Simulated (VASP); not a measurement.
# Cu (I4/mmm) in VASP: further runs, part 2 of 2

VASP 6.6.1.

## (3) Single point, PBE (equal strain along all axes, cell held: -2.0 %)

Contents of INCAR:

```
  PREC = Accurate
  ENCUT = 520
  EDIFF = 1E-6
  ISMEAR = 0
  SIGMA = 0.1
  LREAL = F
  LASPH = T
  NELM = 80
  ALGO = Normal
  ISIF = 2
  LWAVE = F
  LCHARG = F
  GGA = PE
  NBANDS = 18
```

Contents of KPOINTS:

```
Automatic mesh
0
Gamma
  14 14 16
```

Contents of POSCAR:

```
Cu
1.0
    2.8920406067      0.0000000000      0.0000000000
    0.0000000000      2.8920406067      0.0000000000
    0.0000000000      0.0000000000      2.7039285802
Cu
2
Direct
    0.0000000000      0.0000000000      0.0000000000
    0.5000000000      0.5000000000      0.5000000000
```

Potentials or basis: VASP PAW PBE potentials, release 64 (Cu).

Launch:

```sh
$ cat potpaw_PBE.64/Cu/POTCAR > POTCAR
$ mpirun -np 1 vasp_std > vasp.out
```

It took 44 s on 1 thread of Intel Xeon Platinum 8488C (Sapphire Rapids), shared host; peak memory 0.22 GiB.

The run converged. Its results:

```
Free energy            : -7.3420 eV
Pressure               : 10.4 GPa
Band gap on the k mesh : zero (band 11 reaches 14.51 eV, above the bottom of band 12 at 6.63 eV)
```

Stress tensor (GPa, compression positive):
```
10.24  0.00  0.00
 0.00 10.24  0.00
 0.00  0.00 10.63
```

Levels at points of the mesh, in eV from the Fermi level:
```tsv
k point	band 9	band 10	band 11	band 12	band 13	band 14
(0.00, 0.00, 0.00)	-1.61	-1.61	-1.54	7.53	7.53	10.19
(0.50, 0.00, 0.00)	-2.39	-2.39	-1.52	-1.52	13.96	13.96
(0.50, 0.50, 0.00)	-1.44	-1.44	-1.06	-1.06	4.09	4.09
(0.00, 0.00, 0.50)	-2.48	-2.48	-0.97	-0.97	14.71	14.71
(0.50, 0.00, 0.50)	-1.40	-1.40	-0.52	-0.52	4.84	4.84
(0.50, 0.50, 0.50)	-1.98	-1.98	6.35	6.35	6.82	6.82
```

Caveat: the cell differs from its parent crystal (equal strain along all axes, cell held: -2.0 %).

## (4) Single point, PBE

This run uses another cell than the first one: it holds 1 atom, not 2.

Contents of INCAR:

```
PREC = Accurate
ENCUT = 600
EDIFF = 1E-6
ISMEAR = 0
SIGMA = 0.1
LREAL = F
LASPH = T
NELM = 120
ALGO = Normal
ISIF = 2
LWAVE = F
LCHARG = T
GGA = PE
LELF = T
LVHAR = T
NBANDS = 12
GGA_COMPAT = F
```

Contents of KPOINTS:

```
Automatic mesh
0
Gamma
  20 20 20
```

Contents of POSCAR:

```
Cu
1.0
   -1.4042632434      1.4042632434      1.3403598067
    1.4042632434     -1.4042632434      1.3403598067
    1.4042632434      1.4042632434     -1.3403598067
Cu
1
Direct
    0.0000000000      0.0000000000      0.0000000000
```

Potentials or basis: VASP PAW PBE potentials, release 64 (Cu).

Launch:

```sh
$ cat potpaw_PBE.64/Cu/POTCAR > POTCAR
$ mpirun -np 1 vasp_std > vasp.out
```

OUTCAR:

```text
PREC = Accurate
   ENCUT = 600
   EDIFF = 1E-6
   ISMEAR = 0
   LREAL = F
   LASPH = T
   NELM = 120
   ISIF = 2
   GGA = PE

 ion  position               nearest neighbor table
   1  0.000  0.000  0.000-

  LATTYP: Found a body centered tetragonal cell.
 ALAT       =     2.8085264868
 C/A-ratio  =     0.9544932640

  Lattice vectors:

 A1 = (  -1.4042632434,   1.4042632434,   1.3403598067)
 A2 = (   1.4042632434,  -1.4042632434,   1.3403598067)
 A3 = (   1.4042632434,   1.4042632434,  -1.3403598067)

Analysis of symmetry for initial positions (statically):
=====================================================================
 Subroutine PRICEL returns:
 Original cell was already a primitive cell.

 Routine SETGRP: Setting up the symmetry group for a
 body centered tetragonal supercell.

 Subroutine GETGRP returns: Found 16 space group operations
 (whereof 16 operations were pure point group operations)
 out of a pool of 16 trial point group operations.

The static configuration has the point symmetry D_4h.

[... 166 lines left out ...]
  band No.  band energies     occupation
      1      -1.1811      2.00000
      2       5.4237      2.00000
      3       5.6395      2.00000
      4       5.6395      2.00000
      5       6.6216      2.00000
      6       6.8527      2.00000
      7      34.7122      0.00000
      8      34.7122      0.00000
      9      35.9670      0.00000
     10      39.2847      0.00000
     11      39.9087      0.00000
     12      39.9130      0.00000
[... 331 lines left out ...]
 k-point    24 :      -0.3500    0.0500   -0.0000
  band No.  band energies     occupation
      1       2.5218      2.00000
      2       4.8774      2.00000
      3       5.6621      2.00000
      4       6.6761      2.00000
      5       6.8377      2.00000
      6       7.0928      2.00000
      7      20.1762      0.00000
      8      27.5126      0.00000
      9      29.2224      0.00000
     10      32.7442      0.00000
     11      36.0518      0.00000
     12      42.8447      0.00000

 [... further k-points ...]

------------------------ aborting loop because EDIFF is reached ----------------------------------------

  FORCE on cell =-STRESS in cart. coord.  units (eV):
  Direction    XX          YY          ZZ          XY          YZ          ZX
  --------------------------------------------------------------------------------------
  -------------------------------------------------------------------------------------
  Total        1.6453505      1.6453505      1.6419229      0.0000000      0.0000000      0.0000000
  in kB      249.3391957    249.3391957    248.8197806      0.0000000      0.0000000      0.0000000
  external PRESSURE =     249.1660573 kB  Pullay stress =       0.0000000 kB

 VOLUME and BASIS-vectors are now :
 -----------------------------------------------------------------------------
  energy-cutoff  :      600.00
  volume of cell :       10.57
      direct lattice vectors                 reciprocal lattice vectors
    -1.404263243  1.404263243  1.340359807     0.000000000  0.356058597  0.373034164
     1.404263243 -1.404263243  1.340359807     0.356058597  0.000000000  0.373034164
     1.404263243  1.404263243 -1.340359807     0.356058597  0.356058597  0.000000000

 POSITION                                       TOTAL-FORCE (eV/Angst)
 -----------------------------------------------------------------------------------
      0.00000      0.00000      0.00000         0.000000     -0.000000      0.000000
 -----------------------------------------------------------------------------------
    total drift:                                0.000000     -0.000000      0.000000

  FREE ENERGIE OF THE ION-ELECTRON SYSTEM (eV)
  ---------------------------------------------------
  free  energy   TOTEN  =        -3.5899011961 eV

  energy  without entropy=       -3.5877910768  energy(sigma->0) =       -3.58884614
```

Wall time 1.9 min (1 thread of Intel Xeon 8259CL, shared host); peak memory 0.21 GiB.

Results:

* Free energy: -3.5899 eV
* Pressure: 24.9 GPa

Levels at points of the mesh, in eV from the Fermi level:
| k point | band 4 | band 5 | band 6 | band 7 | band 8 | band 9 |
| --- | --- | --- | --- | --- | --- | --- |
| (0.00, 0.00, 0.00) | -3.43 | -2.45 | -2.22 | 25.64 | 25.64 | 26.89 |
| (0.50, 0.00, 0.00) | -2.10 | -1.45 | -0.77 | 5.15 | 18.00 | 18.49 |
| (0.50, 0.50, 0.00) | -2.25 | -1.48 | -1.16 | 4.60 | 19.24 | 19.99 |
| (0.50, 0.50, 0.50) | -1.67 | -1.62 | 8.07 | 8.07 | 9.98 | 13.94 |

## (5) Single point, PBE (strain along c alone, the other axes held: +2.0 %)

Contents of INCAR:

```
  PREC = Accurate
  ENCUT = 700
  EDIFF = 1E-6
  ISMEAR = 0
  SIGMA = 0.1
  LREAL = False
  LASPH = True
  NELM = 120
  ALGO = Normal
  ISIF = 2
  LWAVE = False
  LCHARG = False
  GGA = PE
  NBANDS = 26
  GGA_COMPAT = False
```

Contents of KPOINTS:

```
regular mesh
0
Gamma
  14 14 16
```

Contents of POSCAR:

```
Cu
1.0
    2.9510618436      0.0000000000      0.0000000000
    0.0000000000      2.9510618436      0.0000000000
    0.0000000000      0.0000000000      2.8142930120
Cu
2
Direct
    0.0000000000      0.0000000000      0.0000000000
    0.5000000000      0.5000000000      0.5000000000
```

Potentials or basis: VASP PAW PBE potentials, release 64 (Cu_sv_GW).

Launch:

```sh
$ cat potpaw_PBE.64/Cu_sv_GW/POTCAR > POTCAR
$ mpirun -np 1 vasp_std > vasp.out
```

Wall time 5.9 min (1 thread of AMD EPYC 7R43 (Zen 3), shared host); peak memory 0.36 GiB.

The run converged. Its results:

| Property | Result |
| --- | --- |
| Free energy | -7.5130 eV |
| Pressure | -7.5 GPa |
| Band gap on the k mesh | zero (band 19 reaches 13.27 eV, above the bottom of band 20 at 5.77 eV) |

Stress tensor (GPa, compression positive):
```
-7.51  0.00  0.00
 0.00 -7.51  0.00
 0.00  0.00 -7.36
```

Levels at points of the mesh, in eV from the Fermi level:
```csv
k point,band 16,band 17,band 18,band 19,band 20,band 21,band 22,band 23
"(0.00, 0.00, 0.00)",-1.93,-1.49,-1.49,-1.44,7.40,7.40,9.16,12.86
"(0.50, 0.00, 0.00)",-2.59,-2.20,-2.20,-1.39,-1.39,13.47,13.47,15.11
"(0.50, 0.50, 0.00)",-1.96,-1.33,-1.33,-0.79,-0.79,3.80,3.80,17.96
"(0.00, 0.00, 0.50)",-2.76,-2.26,-2.26,-1.04,-1.04,13.97,13.97,13.97
"(0.50, 0.00, 0.50)",-1.83,-1.31,-1.31,-0.44,-0.44,4.30,4.30,16.61
"(0.50, 0.50, 0.50)",-1.93,-1.84,-1.84,6.11,6.11,6.44,6.44,6.44
```

Caveat: the cell differs from its parent crystal (strain along c alone, the other axes held: +2.0 %).

## (6) Single point, PBE (strain along c alone, the other axes held: +1.0 %)

Contents of INCAR:

```
ALGO     = Normal         # electronic algorithm
EDIFF    = 1E-6           # SCF threshold, eV
ENCUT    = 700            # plane-wave cutoff, eV
GGA      = PE             # functional
GGA_COMPAT= F            
ISIF     = 2              # what is computed and relaxed
ISMEAR   = 0              # smearing method
LASPH    = T              # aspherical terms in the spheres
LCHARG   = T              # write CHGCAR
LELF     = T              # ELF
LREAL    = F              # projectors in reciprocal space
LVHAR    = T            
LWAVE    = F              # write WAVECAR
NBANDS   = 26             # bands
NELM     = 120            # most SCF steps
PREC     = Accurate       # precision mode
SIGMA    = 0.1            # smearing width, eV
```

Contents of KPOINTS:

```
k-points
0
Gamma
  14 14 16
```

Changes to POSCAR since step 5:

```diff
@@ -4,3 +4,3 @@
     0.0000000000      2.9510618436      0.0000000000
-    0.0000000000      0.0000000000      2.8142930120
+    0.0000000000      0.0000000000      2.7867019041
 Cu
```

Potentials or basis: VASP PAW PBE potentials, release 64 (Cu_sv_GW).

Launch:

```sh
$ cat potpaw_PBE.64/Cu_sv_GW/POTCAR > POTCAR
$ mpirun -np 1 vasp_std > vasp.out
```

Run time: 3.9 min. Hardware: 1 thread of Intel Xeon Platinum 8259CL at 2.50GHz (Skylake/Cascade Lake), shared host; peak memory 0.4 GiB.

It converged, with:

- Free energy: -7.5159 eV
- Pressure: -6.2 GPa
- Band gap on the k mesh: zero (band 19 reaches 13.39 eV, above the bottom of band 20 at 5.86 eV)

Stress tensor (GPa, compression positive):
```
-6.32  0.00  0.00
 0.00 -6.32  0.00
 0.00  0.00 -6.07
```

Levels at points of the mesh, in eV from the Fermi level:
| k point | band 17 | band 18 | band 19 | band 20 | band 21 | band 22 |
| --- | --- | --- | --- | --- | --- | --- |
| (0.00, 0.00, 0.00) | -1.50 | -1.50 | -1.44 | 7.32 | 7.32 | 9.47 |
| (0.50, 0.00, 0.00) | -2.22 | -2.22 | -1.42 | -1.42 | 13.42 | 13.42 |
| (0.50, 0.50, 0.00) | -1.34 | -1.34 | -0.86 | -0.86 | 3.78 | 3.78 |
| (0.00, 0.00, 0.50) | -2.29 | -2.29 | -0.99 | -0.99 | 14.03 | 14.03 |
| (0.50, 0.00, 0.50) | -1.31 | -1.31 | -0.43 | -0.43 | 4.40 | 4.40 |
| (0.50, 0.50, 0.50) | -1.85 | -1.85 | 6.11 | 6.11 | 6.51 | 6.51 |

Caveat: the cell differs from its parent crystal (strain along c alone, the other axes held: +1.0 %).

## (7) The runs side by side

```tsv
potentials or basis	cell	k mesh	cutoff (eV)	second run	gap on the mesh (eV)	pressure (GPa)
VASP PAW PBE potentials, release 64 (Cu)	a = 2.863, b = 2.863, c = 2.676 Å, 2 atoms	14 × 14 × 16	520	-	none	16.9
VASP PAW PBE potentials, release 64 (Cu)	a = 2.892, b = 2.892, c = 2.704 Å, 2 atoms	14 × 14 × 16	520	-	none	10.4
VASP PAW PBE potentials, release 64 (Cu)	a = 2.396 Å, angles 108.2, 108.2, 112.0°, 1 atom	20 × 20 × 20	600	-	none	24.9
VASP PAW PBE potentials, release 64 (Cu_sv_GW)	a = 2.951, b = 2.951, c = 2.814 Å, 2 atoms	14 × 14 × 16	700	valence_matched	none	-7.5
VASP PAW PBE potentials, release 64 (Cu_sv_GW)	a = 2.951, b = 2.951, c = 2.787 Å, 2 atoms	14 × 14 × 16	700	valence_matched	none	-6.2
```

Alike in all rows: task single point; level PBE; no spin polarisation; smearing gaussian 0.1 eV.

Absolute energies hang on the potentials; compare differences alone.
